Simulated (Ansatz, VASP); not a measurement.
**One calculation of AlP, two programs**

Contents of INCAR:

```
PREC = Accurate
ENCUT = 500
EDIFF = 1E-6
ISMEAR = -1
SIGMA = 0.05
LREAL = False
LASPH = True
NELM = 120
ALGO = Normal
ISIF = 2
LWAVE = False
LCHARG = False
NBANDS = 11
GGA_COMPAT = False
```

The input KPOINTS:

```
Automatic mesh
0
Gamma
  12 12 12
```

The input POSCAR:

```
AlP
1.0
    0.0000000000      2.5219285226      2.5219285226
    2.5219285226      0.0000000000      2.5219285226
    2.5219285226      2.5219285226      0.0000000000
Al P
1 1
Direct
    0.0000000000      0.0000000000      0.0000000000
    0.2500000000      0.2500000000      0.2500000000
```

Input for Ansatz:

```yaml
crystal:
  lattice:
    - [0.0, 2.5219285226, 2.5219285226]
    - [2.5219285226, 0.0, 2.5219285226]
    - [2.5219285226, 2.5219285226, 0.0]
  atoms:
    - { symbol: Al, position: [0.0, 0.0, 0.0] }
    - { symbol: P, position: [0.25, 0.25, 0.25] }
kpoints:
  mp_grid: { grid: [12, 12, 12] }
scf:
  occupations: { method: fermi_dirac, width: 0.05 }
hamiltonian:
  xc: lda
  pseudopotentials: { kind: all_electron, lapw: { basis_error: 0.001 } }
output:
  forces: true
  stress: true
  eigenvalues: true
  populations: true
```

Change from the starting cell: volume scaled by 0.8, LAPW.

Alike in both runs: task single point; functional LDA; k mesh 12 × 12 × 12; occupations fermi-dirac, width 0.05 eV; no spin polarisation.

|  | VASP | Ansatz |
| --- | --- | --- |
| version | VASP 6.6.1 | Ansatz 0.2.0 |
| potentials or method | VASP PAW LDA potentials, release 64 (Al, P), cutoff 500 eV | all-electron LAPW, scalar-relativistic |

Ansatz gave:

| Property | Result |
| --- | --- |
| pressure (GPa) | 31.3 |

Question: What did VASP give for the same quantities?

Answer: Pressure (GPa): 31.7.

LDA's correlation is that of Perdew and Zunger in VASP and of Perdew and Wang (1992) in Ansatz. Both programs put the cell under a high pressure, so it lies far from rest at this level. Ansatz ran all-electron here, and VASP with PAW potentials.
